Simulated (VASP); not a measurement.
# SiO2 (I4_122) in VASP: a series of runs

SiO2 is run at these levels: PBEsol, PBE, LDA; tasks: single point.

Everything below comes from runs of VASP 6.6.1. Logs are shortened: lines on timing, memory, paths and dates and some standing lists are left out, and cuts for length are marked.

### 1 The cell of the first run

The structure is tetragonal, space group I4_122 (No. 98). Conventional cell: a = 5.676 Å, b = 5.676 Å, c = 11.320 Å, α = 90.00°, β = 90.00°, γ = 90.00°. Within 2.2 Å of Si (site symmetry 2) lie 4 O at 1.63 to 1.64 Å. Within 2.2 Å of O (site symmetry 2) lie 2 Si at 1.63 Å. O (site symmetry 2) has 2 Si at 1.64 Å within 2.2 Å.

### 2 Single point, PBEsol

Contents of INCAR:

```
ALGO     = Normal         # electronic algorithm
EDIFF    = 1E-6           # SCF threshold, eV
ENCUT    = 520            # plane-wave cutoff, eV
GGA      = PS             # functional
ISIF     = 2              # what is computed and relaxed
ISMEAR   = -1             # smearing method
LASPH    = True           # aspherical terms in the spheres
LCHARG   = False          # write CHGCAR
LREAL    = False          # projectors in reciprocal space
LWAVE    = False          # write WAVECAR
NBANDS   = 44             # bands
NELM     = 100            # most SCF steps
PREC     = Accurate       # precision mode
SIGMA    = 0.05           # smearing width, eV
```

Contents of KPOINTS:

```
k-points
0
Gamma
  7 7 7
```

Contents of POSCAR:

```
SiO2
1.0
   -2.8378980000      2.8378980000      5.6602100000
    2.8378980000     -2.8378980000      5.6602100000
    2.8378980000      2.8378980000     -5.6602100000
Si O
4 8
Direct
    0.8750000000      0.2636180000      0.8886180000
    0.0136180000      0.6250000000      0.8886180000
    0.7363820000      0.1250000000      0.1113820000
    0.3750000000      0.9863820000      0.1113820000
    0.6337270000      0.1337270000      0.5000000000
    0.4678770000      0.9678770000      0.9357540000
    0.0321230000      0.5321230000      0.0642460000
    0.1162730000      0.1162730000      0.0000000000
    0.8837270000      0.8837270000      0.0000000000
    0.8662730000      0.3662730000      0.5000000000
    0.2821230000      0.7178770000      0.0000000000
    0.7178770000      0.2821230000      0.0000000000
```

Potentials or basis: VASP PAW PBE potentials, release 64 (Si, O).

Launch:

```console
> cat potpaw_PBE.64/Si/POTCAR potpaw_PBE.64/O/POTCAR > POTCAR
> mpirun -np 1 vasp_std > vasp.out
```

OUTCAR:

```text
EDIFF = 1E-6
   ENCUT = 520
   GGA = PS
   ISIF = 2
   ISMEAR = -1
   LASPH = True
   LREAL = False
   NELM = 100
   PREC = Accurate

 ion  position               nearest neighbor table
   1  0.875  0.264  0.889-   8 1.63   5 1.63   7 1.64  12 1.64   2 2.97   3 2.97
   2  0.014  0.625  0.889-   9 1.63  10 1.63   7 1.64  11 1.64   1 2.97   4 2.97
   3  0.736  0.125  0.111-   9 1.63  10 1.63   6 1.64  12 1.64   1 2.97   4 2.97
   4  0.375  0.986  0.111-   5 1.63   8 1.63   6 1.64  11 1.64   3 2.97   2 2.97
   5  0.634  0.134  0.500-   1 1.63   4 1.63
   6  0.468  0.968  0.936-   4 1.64   3 1.64
   7  0.032  0.532  0.064-   2 1.64   1 1.64
   8  0.116  0.116  0.000-   1 1.63   4 1.63
   9  0.884  0.884  0.000-   3 1.63   2 1.63
  10  0.866  0.366  0.500-   2 1.63   3 1.63
  11  0.282  0.718  0.000-   2 1.64   4 1.64
  12  0.718  0.282  0.000-   1 1.64   3 1.64

  LATTYP: Found a body centered tetragonal cell.
 ALAT       =     5.6757960000
 C/A-ratio  =     1.9945079069

  Lattice vectors:

 A1 = (  -2.8378980000,   2.8378980000,   5.6602100000)
 A2 = (   2.8378980000,  -2.8378980000,   5.6602100000)
 A3 = (   2.8378980000,   2.8378980000,  -5.6602100000)

Analysis of symmetry for initial positions (statically):
=====================================================================
 Subroutine PRICEL returns:
 Original cell was already a primitive cell.

 Routine SETGRP: Setting up the symmetry group for a
 body centered tetragonal supercell.

 Subroutine GETGRP returns: Found  8 space group operations
 (whereof  4 operations were pure point group operations)
 out of a pool of 16 trial point group operations.

The static configuration has the point symmetry D_2 .
 The point group associated with its full space group is D_4 .

Analysis of symmetry for dynamics (positions and initial velocities):
=====================================================================
 Subroutine PRICEL returns:
 Original cell was already a primitive cell.

 Routine SETGRP: Setting up the symmetry group for a
 body centered tetragonal supercell.

 Subroutine GETGRP returns: Found  8 space group operations
 (whereof  4 operations were pure point group operations)
 out of a pool of 16 trial point group operations.

The dynamic configuration has the point symmetry D_2 .
 The point group associated with its full space group is D_4 .

 Subroutine INISYM returns: Found  8 space group operations
 (whereof  4 operations are pure point group operations),
 and found     1 'primitive' translations

----------------------------------------------------------------------------------------

                                     Primitive cell

  volume of cell :     182.3417

  direct lattice vectors                    reciprocal lattice vectors
    -2.837898000  2.837898000  5.660210000     0.000000000  0.176186741  0.088335945
     2.837898000 -2.837898000  5.660210000     0.176186741  0.000000000  0.088335945
     2.837898000  2.837898000 -5.660210000     0.176186741  0.176186741  0.000000000

  length of vectors
     6.938681961  6.938681961  6.938681961     0.197091367  0.197091367  0.249165679

  position of ions in fractional coordinates (direct lattice)
     0.875000000  0.263618000  0.888618000
     0.013618000  0.625000000  0.888618000
     0.736382000  0.125000000  0.111382000
     0.375000000  0.986382000  0.111382000
     0.633727000  0.133727000  0.500000000
     0.467877000  0.967877000  0.935754000
     0.032123000  0.532123000  0.064246000
     0.116273000  0.116273000  0.000000000
     0.883727000  0.883727000  0.000000000
     0.866273000  0.366273000  0.500000000
     0.282123000  0.717877000  0.000000000
     0.717877000  0.282123000  0.000000000

  ion indices of the primitive-cell ions
   primitive index   ion index
                 1           1
                 2           2
                 3           3
                 4           4
                 5           5
                 6           6
                 7           7
                 8           8
                 9           9
                10          10
                11          11
                12          12

----------------------------------------------------------------------------------------

 KPOINTS: k-points

Automatic generation of k-mesh.
 Grid dimensions read from file:
 generate k-points for:    7    7    7

 Generating k-lattice:

  Cartesian coordinates                     Fractional coordinates (reciprocal lattice)
     0.000000000  0.025169534  0.012619421     0.142857143  0.000000000  0.000000000
     0.025169534  0.000000000  0.012619421     0.000000000  0.142857143  0.000000000
     0.025169534  0.025169534  0.000000000     0.000000000  0.000000000  0.142857143

  Length of vectors
     0.028155910  0.028155910  0.035595097

  Shift w.r.t. Gamma in fractional coordinates (k-lattice)
     0.000000000  0.000000000  0.000000000

 Subroutine IBZKPT returns following result:
 ===========================================

 Found     40 irreducible k-points:

 Following reciprocal coordinates:
            Coordinates               Weight
  0.000000  0.000000  0.000000      1.000000
  0.142857 -0.000000  0.000000      8.000000
  0.285714  0.000000  0.000000      8.000000
  0.428571  0.000000  0.000000      8.000000
  0.142857  0.142857  0.000000      8.000000
  0.285714  0.142857  0.000000     16.000000
[... 16 lines left out ...]
 -0.142857  0.285714  0.142857      8.000000
 -0.428571  0.428571  0.142857      8.000000
 [... further k-points ...]
   k-points           NKPTS =     40   k-points in BZ     NKDIM =     40   number of bands    NBANDS=     44
   number of dos      NEDOS =    301   number of ions     NIONS =     12
   total plane-waves  NPLWV = 157464
   dimension x,y,z NGX =    54 NGY =   54 NGZ =   54
   dimension x,y,z NGXF=   108 NGYF=  108 NGZF=  108
   ions per type =               4   8
   NGX,Y,Z   is equivalent  to a cutoff of  12.94, 12.94, 12.94 a.u.
   NGXF,Y,Z  is equivalent  to a cutoff of  25.88, 25.88, 25.88 a.u.
 SYSTEM =  unknown system
   PREC   = accura    normal or accurate (medium, high low for compatibility)
   ISTART =      0    job   : 0-new  1-cont  2-samecut
   ICHARG =      2    charge: 1-file 2-atom 10-const
   ISPIN  =      1    spin polarized calculation?
   LNONCOLLINEAR =      F non collinear calculations
   LSORBIT =      F    spin-orbit coupling
   LASPH  =      T    aspherical Exc in radial PAW
   ENCUT  =  520.0 eV  38.22 Ry    6.18 a.u.  12.90 12.90 12.90*2*pi/ulx,y,z
   NELM   =    100;   NELMIN=  2; NELMDL= -5     # of ELM steps
   EDIFF  = 0.1E-05   stopping-criterion for ELM
   LREAL  =      F    real-space projection
   EDIFFG = 0.1E-04   stopping-criterion for IOM
   NSW    =      0    number of steps for IOM
   IBRION =     -1    ionic relax: 0-MD 1-quasi-New 2-CG
   NFREE  =      0    steps in history (QN), initial steepest desc. (CG)
   ISIF   =      2    stress and relaxation
   ISYM   =      2    0-nonsym 1-usesym 2-fastsym
   POTIM  = 0.5000    time-step for ionic-motion
   TEBEG  =    0.0;   TEEND  =   0.0 temperature during run
   PSTRESS=    0.0 pullay stress
   NELECT =      64.0000    total number of electrons
   NUPDOWN=      -1.0000    fix difference up-down
   EMIN   =  10.00;   EMAX   =-10.00  energy-range for DOS
   EFERMI =   0.00;   METHOD = LEGACY
   ISMEAR =    -1;   SIGMA  =   0.05  broadening in eV -4-tet -1-fermi 0-gaus
   EFERMI_NEDOS =   21; number of points for ismear=-14 and -15
   IALGO  =     38    algorithm
   IMIX   =      4    mixing-type and parameters
     AMIX     =   0.40;   BMIX     =  1.00
     AMIX_MAG =   1.60;   BMIX_MAG =  1.00
  volume/ion in A,a.u.               =      15.20       102.54
  Fermi-wavevector in a.u.,A,eV,Ry     =   1.154798  2.182252 18.144172  1.333559
  Thomas-Fermi vector in A             =   2.291432
   LORBIT       =      0    0 simple, 1 ext, 2 COOP (PROOUT), +10 PAW based schemes
   GGA     = PS    functional components
   LHFCALC =     F    Hartree Fock is set to
   AEXX    =    0.0000 exact exchange contribution
   IVDW    =     0    specifies the selected vdW correction
   LEPSILON=     F    determine dielectric tensor
   LRPA    =     F    only Hartree local field effects (RPA)
 non-spin polarized calculation
  energy-cutoff  :      520.00
  volume of cell :      182.34
 maximum number of plane-waves:      4940
 NGX is ok and might be reduce to    54
   NGX = 25   NGY = 25   NGZ = 25

 number of electron      63.9999978 magnetization

 Free energy of the ion-electron system (eV)
  ---------------------------------------------------
  ext. energy  EPLUGINS =         0.00000000
  ---------------------------------------------------
  free energy    TOTEN  =       -97.02941118 eV

  energy without entropy =      -97.02941118  energy(sigma->0) =      -97.02941118

 E-fermi :   1.1208     XC(G=0):  -8.2258

 val. band max:        0.0089438718   @ k =   0.0000   0.0000   0.0000
 cond. band min:       4.8271211041   @ k =   0.0000   0.0000   0.0000
 fundamental gap:      4.8181772323
 Fermi energy:         1.1207633697

 k-point     1 :       0.0000    0.0000    0.0000
  band No.  band energies     occupation
      1     -19.5915      2.00000
      2     -18.2777      2.00000
      3     -18.0521      2.00000
      4     -18.0521      2.00000
      5     -17.7665      2.00000
      6     -17.6324      2.00000
[... 36 lines left out ...]
     43      10.5396      0.00000
     44      10.8395      0.00000

 k-point     2 :       0.1429   -0.0000    0.0000
  band No.  band energies     occupation
      1     -19.5542      2.00000
      2     -18.3775      2.00000
      3     -18.1700      2.00000
      4     -17.9659      2.00000
      5     -17.7199      2.00000
      6     -17.5966      2.00000
[... 1026 lines left out ...]
 k-point    24 :      -0.4286    0.4286    0.1429
  band No.  band energies     occupation
      1     -19.1798      2.00000
      2     -18.8046      2.00000
      3     -18.5958      2.00000
      4     -17.8233      2.00000
      5     -17.6000      2.00000
      6     -17.4434      2.00000
[... 36 lines left out ...]
     43      10.2657      0.00000
     44      10.5981      0.00000

 [... further k-points ...]

------------------------ aborting loop because EDIFF is reached ----------------------------------------

  FORCE on cell =-STRESS in cart. coord.  units (eV):
  Direction    XX          YY          ZZ          XY          YZ          ZX
  --------------------------------------------------------------------------------------
  -------------------------------------------------------------------------------------
  Total       -1.7384528     -1.7384528     -2.7581395     -0.0000000      0.0000000      0.0000000
  in kB      -15.2752173    -15.2752173    -24.2348711     -0.0000000      0.0000000      0.0000000
  external PRESSURE =     -18.2617686 kB  Pullay stress =       0.0000000 kB

 VOLUME and BASIS-vectors are now :
 -----------------------------------------------------------------------------
  energy-cutoff  :      520.00
  volume of cell :      182.34
      direct lattice vectors                 reciprocal lattice vectors
    -2.837898000  2.837898000  5.660210000     0.000000000  0.176186741  0.088335945
     2.837898000 -2.837898000  5.660210000     0.176186741  0.000000000  0.088335945
     2.837898000  2.837898000 -5.660210000     0.176186741  0.176186741  0.000000000

 POSITION                                       TOTAL-FORCE (eV/Angst)
 -----------------------------------------------------------------------------------
      0.78677      4.25685      1.41505         0.005890      0.000000      0.000000
      4.25685      0.78677     -1.41505        -0.000000      0.005890      0.000000
     -1.41895      2.05113      4.24516        -0.000000     -0.005890      0.000000
      2.05113     -1.41895      7.07526        -0.005890      0.000000      0.000000
      0.00000      2.83790      1.51385        -0.000000      0.000000      0.023681
      4.07452      1.23663      2.83011         0.106212      0.106212      0.000000
      1.60127     -1.23663      2.83010        -0.106212     -0.106212     -0.000000
      0.00000      0.00000      1.31626        -0.000000      0.000000     -0.023681
      0.00000      0.00000     10.00416        -0.000000      0.000000      0.023681
      0.00000      2.83790      4.14636        -0.000000      0.000000     -0.023681
      1.23663     -1.23663      5.66021         0.106212     -0.106212      0.000000
     -1.23663      1.23663      5.66021        -0.106212      0.106212      0.000000
 -----------------------------------------------------------------------------------
    total drift:                                0.000000     -0.000000      0.000000

  FREE ENERGIE OF THE ION-ELECTRON SYSTEM (eV)
  ---------------------------------------------------
  free  energy   TOTEN  =       -97.0294111800 eV

  energy  without entropy=      -97.0294111800  energy(sigma->0) =      -97.02941118
```

It took 3.9 min on 1 thread of Intel Xeon 6975P-C (Granite Rapids), shared host; peak memory 0.49 GiB.

What came out:

```yaml
Free_energy: -97.0294 eV
Pressure: -1.8 GPa
Largest_force: 0.150 eV/Å
Band_gap_on_the_k_mesh: 4.82 eV
```

Forces on the atoms (eV/Å):
```
Si   0.006  0.000  0.000
Si   0.000  0.006  0.000
Si   0.000 -0.006  0.000
Si  -0.006  0.000  0.000
O    0.000  0.000  0.024
O    0.106  0.106  0.000
O   -0.106 -0.106  0.000
O    0.000  0.000 -0.024
O    0.000  0.000  0.024
O    0.000  0.000 -0.024
O    0.106 -0.106  0.000
O   -0.106  0.106  0.000
```

Levels at points of the mesh, in eV from the valence-band top:
| k point | band 29 | band 30 | band 31 | band 32 | band 33 | band 34 | band 35 | band 36 |
| --- | --- | --- | --- | --- | --- | --- | --- | --- |
| (0.00, 0.00, 0.00) | -0.67 | -0.67 | -0.25 | 0.00 | 4.82 | 7.15 | 7.16 | 8.79 |

Caveat: the PAW data sets were made with another functional, which shifts forces and pressure a little; an odd mesh through Γ misses points on the zone boundary, where band edges can lie.

(Continued in part 2 of 3.)
